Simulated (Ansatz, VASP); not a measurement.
## One calculation of PbS, two programs

POSCAR

```
PbS
1.0
    0.0399758582      2.9973362076      2.9973362076
    2.9973362076      0.0399758582      2.9973362076
    2.9973362076      2.9973362076      0.0399758582
Pb S
1 1
Direct
    0.0000000000      0.0000000000      0.0000000000
    0.5000000000      0.5000000000      0.5000000000
```

INCAR.step1

```
PREC = Accurate
ENCUT = 520
ISMEAR = -1
SIGMA = 0.02
LREAL = F
LASPH = T
NELM = 150
MAGMOM = 0 0 0 0 0 0
LSORBIT = T
GGA_COMPAT = F
NBANDS = 32
GGA = PE
ALGO = Normal
EDIFF = 1E-4
LWAVE = T
LCHARG = F
```

INCAR.step2

```
PREC = Accurate
ENCUT = 520
EDIFF = 1E-6
ISMEAR = -1
SIGMA = 0.02
LREAL = F
LASPH = T
NELM = 150
ALGO = Normal
ISIF = 2
LWAVE = F
LCHARG = F
MAGMOM = 0 0 0 0 0 0
LORBIT = 11
LSORBIT = T
GGA_COMPAT = F
LORBMOM = T
METAGGA = R2SCAN
LMIXTAU = T
NBANDS = 32
ISTART = 1
```

File KPOINTS:

```
regular mesh
0
Gamma
  8 8 8
```

Input for Ansatz:

```yaml
crystal:
  lattice:
    - [0.0399758582, 2.9973362076, 2.9973362076]
    - [2.9973362076, 0.0399758582, 2.9973362076]
    - [2.9973362076, 2.9973362076, 0.0399758582]
  atoms:
    - { symbol: Pb, position: [0.0, 0.0, 0.0] }
    - { symbol: S, position: [0.5, 0.5, 0.5] }
kpoints:
  mp_grid: { grid: [8, 8, 8] }
  band_path:
    path:
      - [0.0, 0.0, 0.0]
      - [0.5, 0.0, 0.5]
      - [0.625, 0.25, 0.625]
      - [0.375, 0.375, 0.75]
      - [0.5, 0.5, 0.5]
      - [0.5, 0.25, 0.75]
      - [0.0, 0.0, 0.5]
    npoints: 1
hamiltonian:
  xc: r2scan
scf:
  occupations: { method: fermi_dirac, width: 0.02 }
  n_extra_bands: 8
magnetization:
  noncollinear: true
  spin_orbit: true
output:
  forces: true
  stress: true
  eigenvalues: true
  write_density: true
  write_potential: true
  elf: true
  volumetric_format: npy
```

Change from the starting cell: epitaxial_111 strain -1.0%.

Alike in both runs: task single point; functional r2SCAN; k mesh 8 × 8 × 8; occupations fermi-dirac, width 0.02 eV; non-collinear spin, spin-orbit coupling.

|  | VASP | Ansatz |
| --- | --- | --- |
| version | VASP 6.6.1 | Ansatz 0.2.0 |
| potentials or method | VASP PAW PBE potentials, release 64 (Pb_d, S) | plane waves, PAW |
| plane-wave cutoff (eV) | 520 | 500 |
| valence electrons in the cell | 20 | 20 |

```csv
,VASP,Ansatz,Ansatz less VASP
pressure (GPa),0.3,0.2,-0.11
"traceless stress, the component that is largest in VASP (GPa)",-0.28,-0.26,+0.018
```

VASP's potentials were made for PBE, not for r2SCAN. With one functional, cell and mesh, what is left measures potentials, basis and numerics.
